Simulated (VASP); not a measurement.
# Mg (Fm-3m) in VASP: notebook

Mg is run at these levels: PBE; tasks: relaxation of cell and atoms.

Everything below comes from runs of VASP 6.6.1. Logs are shortened: lines on timing, memory, paths and dates and some standing lists are left out, and cuts for length are marked.

## (1) The cell of the first run

It takes space group Fm-3m (No. 225, cubic). The conventional cell has a = 4.151 Å, b = 4.151 Å, c = 4.151 Å, α = 90.00°, β = 90.00°, γ = 90.00°. Mg (site symmetry m-3m) has 12 Mg at 2.94 Å within 3.9 Å.

This isn't the form of Mg at room conditions, which is hcp.

## (2) Relaxation of cell and atoms, PBE, target pressure 15 GPa, at which the enthalpy is minimised

The input, INCAR:

```
SYSTEM = Mg
PREC = Accurate ; ENCUT = 600
EDIFF = 1E-6 ; ISMEAR = -1
SIGMA = 0.1 ; LREAL = .False.
LASPH = .True. ; NELM = 100
ALGO = Normal ; ISIF = 3
LWAVE = .False. ; LCHARG = .False.
GGA = PE ; IBRION = 2
NSW = 32 ; EDIFFG = -0.005
PSTRESS = 150.0
```

The input, KPOINTS:

```
regular mesh
0
Gamma
  16 16 16
  0 0 0
```

The input, POSCAR:

```
Mg
1.0
    0.0000000000      2.0755527098      2.0755527098
    2.0755527098      0.0000000000      2.0755527098
    2.0755527098      2.0755527098      0.0000000000
Mg
1
Direct
    0.0000000000      0.0000000000      0.0000000000
```

Potentials or basis: VASP PAW PBE potentials, release 64 (Mg).

On the command line:

```sh
cat potpaw_PBE.64/Mg/POTCAR > POTCAR
mpirun -np 1 vasp_std > vasp.out
```

OUTCAR:

```text
SYSTEM = Mg
   PREC = Accurate
   ENCUT = 600
   EDIFF = 1E-6
   ISMEAR = -1
   LREAL = .False.
   LASPH = .True.
   NELM = 100
   ISIF = 3
   GGA = PE
   IBRION = 2
   NSW = 32
   EDIFFG = -0.005
   PSTRESS = 150.0

 ion  position               nearest neighbor table
   1  0.000  0.000  0.000-

  LATTYP: Found a face centered cubic cell.
 ALAT       =     4.1511054196

  Lattice vectors:

 A1 = (   0.0000000000,   2.0755527098,   2.0755527098)
 A2 = (   2.0755527098,   0.0000000000,   2.0755527098)
 A3 = (   2.0755527098,   2.0755527098,   0.0000000000)

Analysis of symmetry for initial positions (statically):
=====================================================================
 Subroutine PRICEL returns:
 Original cell was already a primitive cell.

 Routine SETGRP: Setting up the symmetry group for a
 face centered cubic supercell.

 Subroutine GETGRP returns: Found 48 space group operations
 (whereof 48 operations were pure point group operations)
 out of a pool of 48 trial point group operations.

The static configuration has the point symmetry O_h .

Analysis of symmetry for dynamics (positions and initial velocities):
=====================================================================
 Subroutine PRICEL returns:
 Original cell was already a primitive cell.

 Routine SETGRP: Setting up the symmetry group for a
 face centered cubic supercell.

 Subroutine GETGRP returns: Found 48 space group operations
 (whereof 48 operations were pure point group operations)
 out of a pool of 48 trial point group operations.

The dynamic configuration has the point symmetry O_h .

 Subroutine INISYM returns: Found 48 space group operations
 (whereof 48 operations are pure point group operations),
 and found     1 'primitive' translations

----------------------------------------------------------------------------------------

                                     Primitive cell

  volume of cell :      17.8826

  direct lattice vectors                    reciprocal lattice vectors
     0.000000000  2.075552710  2.075552710    -0.240899688  0.240899688  0.240899688
     2.075552710  0.000000000  2.075552710     0.240899688 -0.240899688  0.240899688
     2.075552710  2.075552710  0.000000000     0.240899688  0.240899688 -0.240899688

  length of vectors
     2.935274792  2.935274792  2.935274792     0.417250499  0.417250499  0.417250499

  position of ions in fractional coordinates (direct lattice)
     0.000000000  0.000000000  0.000000000

  ion indices of the primitive-cell ions
   primitive index   ion index
                 1           1

----------------------------------------------------------------------------------------

 KPOINTS: regular mesh

Automatic generation of k-mesh.
 Grid dimensions read from file:
 generate k-points for:   16   16   16

 Generating k-lattice:

  Cartesian coordinates                     Fractional coordinates (reciprocal lattice)
    -0.015056230  0.015056230  0.015056230     0.062500000  0.000000000  0.000000000
     0.015056230 -0.015056230  0.015056230     0.000000000  0.062500000  0.000000000
     0.015056230  0.015056230 -0.015056230     0.000000000  0.000000000  0.062500000

  Length of vectors
     0.026078156  0.026078156  0.026078156

  Shift w.r.t. Gamma in fractional coordinates (k-lattice)
     0.000000000  0.000000000  0.000000000

 Subroutine IBZKPT returns following result:
 ===========================================

 Found    145 irreducible k-points:

 Following reciprocal coordinates:
            Coordinates               Weight
  0.000000  0.000000  0.000000      1.000000
  0.062500  0.000000  0.000000      8.000000
  0.125000  0.000000  0.000000      8.000000
  0.187500  0.000000  0.000000      8.000000
  0.250000  0.000000  0.000000      8.000000
  0.312500  0.000000  0.000000      8.000000
[... 16 lines left out ...]
 -0.125000  0.062500  0.000000     24.000000
 -0.062500  0.062500  0.000000     12.000000
 [... further k-points ...]
   k-points           NKPTS =    145   k-points in BZ     NKDIM =    145   number of bands    NBANDS=      5
   number of dos      NEDOS =    301   number of ions     NIONS =      1
   total plane-waves  NPLWV =  13824
   dimension x,y,z NGX =    24 NGY =   24 NGZ =   24
   dimension x,y,z NGXF=    48 NGYF=   48 NGZF=   48
   ions per type =               1
   NGX,Y,Z   is equivalent  to a cutoff of  13.59, 13.59, 13.59 a.u.
   NGXF,Y,Z  is equivalent  to a cutoff of  27.19, 27.19, 27.19 a.u.
 SYSTEM =  Mg
   PREC   = accura    normal or accurate (medium, high low for compatibility)
   ISTART =      0    job   : 0-new  1-cont  2-samecut
   ICHARG =      2    charge: 1-file 2-atom 10-const
   ISPIN  =      1    spin polarized calculation?
   LNONCOLLINEAR =      F non collinear calculations
   LSORBIT =      F    spin-orbit coupling
   LASPH  =      T    aspherical Exc in radial PAW
   ENCUT  =  600.0 eV  44.10 Ry    6.64 a.u.   5.86  5.86  5.86*2*pi/ulx,y,z
   NELM   =    100;   NELMIN=  2; NELMDL= -5     # of ELM steps
   EDIFF  = 0.1E-05   stopping-criterion for ELM
   LREAL  =      F    real-space projection
   EDIFFG = -.5E-02   stopping-criterion for IOM
   NSW    =     32    number of steps for IOM
   IBRION =      2    ionic relax: 0-MD 1-quasi-New 2-CG
   NFREE  =      1    steps in history (QN), initial steepest desc. (CG)
   ISIF   =      3    stress and relaxation
   ISYM   =      2    0-nonsym 1-usesym 2-fastsym
   POTIM  = 0.5000    time-step for ionic-motion
   TEBEG  =    0.0;   TEEND  =   0.0 temperature during run
   PSTRESS=  150.0 pullay stress
   NELECT =       2.0000    total number of electrons
   NUPDOWN=      -1.0000    fix difference up-down
   EMIN   =  10.00;   EMAX   =-10.00  energy-range for DOS
   EFERMI =   0.00;   METHOD = LEGACY
   ISMEAR =    -1;   SIGMA  =   0.10  broadening in eV -4-tet -1-fermi 0-gaus
   EFERMI_NEDOS =   21; number of points for ismear=-14 and -15
   IALGO  =     38    algorithm
   IMIX   =      4    mixing-type and parameters
     AMIX     =   0.40;   BMIX     =  1.00
     AMIX_MAG =   1.60;   BMIX_MAG =  1.00
  volume/ion in A,a.u.               =      17.88       120.68
  Fermi-wavevector in a.u.,A,eV,Ry     =   0.788753  1.490527  8.464612  0.622131
  Thomas-Fermi vector in A             =   1.893758
   LORBIT       =      0    0 simple, 1 ext, 2 COOP (PROOUT), +10 PAW based schemes
   GGA     = PE    functional components
   LHFCALC =     F    Hartree Fock is set to
   AEXX    =    0.0000 exact exchange contribution
   IVDW    =     0    specifies the selected vdW correction
   LEPSILON=     F    determine dielectric tensor
   LRPA    =     F    only Hartree local field effects (RPA)
 conjugate gradient relaxation of ions
 non-spin polarized calculation
  energy-cutoff  :      600.00
  volume of cell :       17.88
 maximum number of plane-waves:       609
   NGX = 11   NGY = 11   NGZ = 11

 number of electron       2.0000000 magnetization

 Free energy of the ion-electron system (eV)
  ---------------------------------------------------
  ext. energy  EPLUGINS =         0.00000000
  ---------------------------------------------------
  free energy    TOTEN  =        -1.30385154 eV

  energy without entropy =       -1.29036864  energy(sigma->0) =       -1.29711009

 E-fermi :   4.0517     XC(G=0):  -9.3016

 val. band max:        4.0403362285   @ k =   0.4375   0.0000   0.0000
 cond. band min:       4.0857456887   @ k =  -0.3750   0.1875   0.0625
 fundamental gap:      0.0454094602
 Fermi energy:         4.0517156887

 k-point     1 :       0.0000    0.0000    0.0000
  band No.  band energies     occupation
      1      -3.9980      2.00000
      2      18.0720      0.00000
      3      18.0720      0.00000
      4      18.0720      0.00000
      5      20.7230      0.00000

 k-point     2 :       0.0625    0.0000    0.0000
  band No.  band energies     occupation
      1      -3.8952      2.00000
      2      16.5983      0.00000
      3      17.9325      0.00000
      4      17.9325      0.00000
      5      20.9448      0.00000

 k-point     3 :       0.1250    0.0000    0.0000
  band No.  band energies     occupation
      1      -3.5876      2.00000
      2      14.3026      0.00000
      3      17.6234      0.00000
      4      17.6234      0.00000
      5      20.5690      0.00000

 k-point     4 :       0.1875    0.0000    0.0000
  band No.  band energies     occupation
      1      -3.0779      2.00000
      2      11.9968      0.00000
      3      17.2996      0.00000
      4      17.2996      0.00000
      5      20.1208      0.00000

 k-point     5 :       0.2500    0.0000    0.0000
  band No.  band energies     occupation
      1      -2.3703      2.00000
      2       9.7896      0.00000
      3      17.0383      0.00000
      4      17.0383      0.00000
      5      19.7513      0.00000

 k-point     6 :       0.3125    0.0000    0.0000
  band No.  band energies     occupation
      1      -1.4707      2.00000
      2       7.7149      0.00000
      3      16.8655      0.00000
      4      16.8655      0.00000
      5      19.5105      0.00000
[... 113 lines left out ...]
 k-point    21 :      -0.2500    0.0625    0.0000
  band No.  band energies     occupation
      1      -2.0024      2.00000
      2       9.1457      0.00000
      3      15.1619      0.00000
      4      17.9718      0.00000
      5      19.7754      0.00000

 k-point    22 :      -0.1875    0.0625    0.0000
  band No.  band energies     occupation
      1      -2.7738      2.00000
      2      11.2887      0.00000
      3      15.4466      0.00000
      4      18.2774      0.00000
      5      20.5560      0.00000

 k-point    23 :      -0.1250    0.0625    0.0000
  band No.  band energies     occupation
      1      -3.3493      2.00000
      2      13.5010      0.00000
      3      15.9044      0.00000
      4      18.4372      0.00000
      5      21.1569      0.00000

 k-point    24 :      -0.0625    0.0625    0.0000
  band No.  band energies     occupation
      1      -3.7241      2.00000
      2      15.5120      0.00000
      3      16.6911      0.00000
      4      18.3386      0.00000
      5      21.3585      0.00000

 [... further k-points ...]
[... 5 lines left out ...]
  --------------------------------------------------------------------------------------
  -------------------------------------------------------------------------------------
  Total        1.6702778      1.6702778      1.6702778     -0.0000000      0.0000000      0.0000000
  in kB      149.6469946    149.6469946    149.6469946     -0.0000000      0.0000000      0.0000000
  external PRESSURE =      -0.3530054 kB  Pullay stress =     150.0000000 kB

 VOLUME and BASIS-vectors are now :
 -----------------------------------------------------------------------------
  energy-cutoff  :      600.00
  volume of cell :       17.88
      direct lattice vectors                 reciprocal lattice vectors
     0.000000000  2.075552710  2.075552710    -0.240899688  0.240899688  0.240899688
     2.075552710  0.000000000  2.075552710     0.240899688 -0.240899688  0.240899688
     2.075552710  2.075552710  0.000000000     0.240899688  0.240899688 -0.240899688

 POSITION                                       TOTAL-FORCE (eV/Angst)
 -----------------------------------------------------------------------------------
      0.00000      0.00000      0.00000         0.000000      0.000000      0.000000
 -----------------------------------------------------------------------------------
    total drift:                                0.000000      0.000000     -0.000000

  FREE ENERGIE OF THE ION-ELECTRON SYSTEM (eV)
  ---------------------------------------------------
  free  energy   TOTEN  =        -1.3038515420 eV

  energy  without entropy=       -1.2903686412  energy(sigma->0) =       -1.29711009

  enthalpy is  TOTEN    =         0.3703663288 eV   P V=        1.6742178708

 reached required accuracy - stopping structural energy minimisation
```

It took 4.8 s on 1 thread of AMD EPYC 9R45 (Zen 5), shared host; peak memory 0.11 GiB.

What came out:

- Free energy: -1.3039 eV
- Pressure after relaxing: 15.0 GPa
- Band gap on the k mesh: zero (bands 1 and 2 overlap by 2.88 eV)

Final structure:
```
CELL_PARAMETERS angstrom
0.00000 2.07555 2.07555
2.07555 0.00000 2.07555
2.07555 2.07555 0.00000
ATOMIC_POSITIONS crystal
Mg 0.00000 0.00000 0.00000
```

Caveat: the cell is relaxed towards a set pressure, so the run minimises the enthalpy, not the energy.

## (3) Relaxation of cell and atoms, PBE, target pressure 15 GPa, at which the enthalpy is minimised

This run uses another cell than the first one, of 17.98 Å³/atom.

The input, INCAR:

```
SYSTEM = Mg
PREC = Accurate
ENCUT = 600
EDIFF = 1E-7
ISMEAR = -1
SIGMA = 0.1
LREAL = .False.
LASPH = .True.
NELM = 100
ALGO = Normal
ISIF = 3
LWAVE = .False.
LCHARG = .False.
GGA = PE
IBRION = 2
NSW = 60
EDIFFG = -0.005
PSTRESS = 150.0
```

KPOINTS is that of step 2.

The input, POSCAR:

```
Mg
1.0
    0.0000000000      2.0791909444      2.0791909444
    2.0791909444      0.0000000000      2.0791909444
    2.0791909444      2.0791909444      0.0000000000
Mg
1
Direct
    0.0000000000      0.0000000000      0.0000000000
```

Potentials or basis: VASP PAW PBE potentials, release 64 (Mg).

On the command line:

```sh
cat potpaw_PBE.64/Mg/POTCAR > POTCAR
mpirun -np 1 vasp_std > vasp.out
```

Wall time 10 s (1 thread of AMD EPYC 9R45 (Zen 5), shared host); peak memory 0.12 GiB.

The run converged. Its results:

```
Free energy                                                : -1.3031 eV
Relaxed volume                                             : 17.87 Å³/atom
Relaxed cell                                               : a = 2.935 Å, b = 2.935 Å, c = 2.935 Å, α = 60.00°, β = 60.00°, γ = 60.00°
Space group after relaxing (to 0.1 Å)                      : Fm-3m (No. 225)
Energy change on relaxing (the run minimises the enthalpy) : +9.4 meV/atom
Ionic steps                                                : 3
Pressure after relaxing                                    : 15.0 GPa
Band gap on the k mesh                                     : zero (bands 1 and 2 overlap by 2.88 eV)
```

The path:
| step | energy change (eV) | largest force (eV/Å) | pressure (GPa) | volume (Å³) |
| --- | --- | --- | --- | --- |
| 1 | 0.0000 | 0.0000 | 14.51 | 17.98 |
| 2 | 0.0133 | 0.0000 | 15.21 | 17.83 |
| 3 | 0.0094 | 0.0000 | 15.00 | 17.87 |

Final structure:
```
Mg
1.0
     0.00000    2.07524    2.07524
     2.07524    0.00000    2.07524
     2.07524    2.07524    0.00000
Mg
1
Direct
  0.00000 0.00000 0.00000
```

Levels at points of the mesh, in eV from the Fermi level:
```
           k point  band 1  band 2  band 3  band 4  band 5
(0.00, 0.00, 0.00)   -8.05   14.02   14.02   14.02   16.68
(0.50, 0.00, 0.00)   -2.12   -1.26   12.71   12.71   14.87
(0.50, 0.50, 0.00)   -0.26    0.92    6.57    8.41    8.41
```

Caveat: the cell is relaxed towards a set pressure, so the run minimises the enthalpy, not the energy.

## (4) Relaxation of cell and atoms, PBE

This run uses another cell than the first one, of 22.94 Å³/atom.

The input, INCAR:

```
SYSTEM = Mg
PREC = Accurate
ENCUT = 600
EDIFF = 1E-6
ISMEAR = -1
SIGMA = 0.1
LREAL = .FALSE.
LASPH = .TRUE.
NELM = 100
ALGO = Normal
ISIF = 3
LWAVE = .FALSE.
LCHARG = .FALSE.
GGA = PE
IBRION = 2
NSW = 60
EDIFFG = -0.005
```

The input, KPOINTS:

```
Automatic mesh
0
G
  15 15 15
  0 0 0
```

The input, POSCAR:

```
Mg
1.0
    0.0000000000      2.2550831578      2.2550831578
    2.2550831578      0.0000000000      2.2550831578
    2.2550831578      2.2550831578      0.0000000000
Mg
1
Direct
    0.0000000000      0.0000000000      0.0000000000
```

On the command line:

```sh
cat potpaw_PBE.64/Mg/POTCAR > POTCAR
mpirun -np 1 vasp_std > vasp.out
```

It took 11 s on 1 thread of AMD EPYC 9R45 (Zen 5), shared host; peak memory 0.14 GiB.

The run converged. Its results:

```
Free energy                           : -1.5007 eV
Relaxed volume                        : 23.06 Å³/atom
Relaxed cell                          : a = 3.195 Å, b = 3.195 Å, c = 3.195 Å, α = 60.00°, β = 60.00°, γ = 60.00°
Space group after relaxing (to 0.1 Å) : Fm-3m (No. 225)
Energy gained by relaxing             : 0.1 meV/atom
Ionic steps                           : 3
Pressure after relaxing               : 0.0 GPa
Band gap on the k mesh                : zero (bands 1 and 2 overlap by 2.22 eV)
```

Final structure:
```xyz
1
Lattice="0.0000 2.2592 2.2592 2.2592 0.0000 2.2592 2.2592 2.2592 0.0000" Properties=species:S:1:pos:R:3 pbc="T T T"
Mg    0.0000    0.0000    0.0000
```

Levels at points of the mesh, in eV from the Fermi level:
```tsv
k point	band 1	band 2	band 3	band 4	band 5
(0.00, 0.00, 0.00)	-6.88	12.36	12.36	12.36	14.26
```

## (5) Overview

```csv
cell,k mesh,gap on the mesh (eV),pressure (GPa)
"relaxed to 15 GPa from a = 2.935 Å, angles 60.0°, 1 atom",16 × 16 × 16,none,15.0
"relaxed to 15 GPa from a = 2.940 Å, angles 60.0°, 1 atom",16 × 16 × 16,none,15.0
"relaxed from a = 3.189 Å, angles 60.0°, 1 atom",15 × 15 × 15,none,0.0
```

Alike in all rows: task relaxation of cell and atoms; level PBE; potentials or basis VASP PAW PBE potentials, release 64 (Mg); no spin polarisation; cutoff (eV) 600; smearing fermi-dirac 0.1 eV.

Caveats: the cell is relaxed towards a set pressure, so the run minimises the enthalpy, not the energy (at least some runs).

Total energies depend on the potentials used, so only differences within one code and one set of settings carry meaning.

The gap in the log of VASP goes by the Fermi energy; the results here count the filled bands.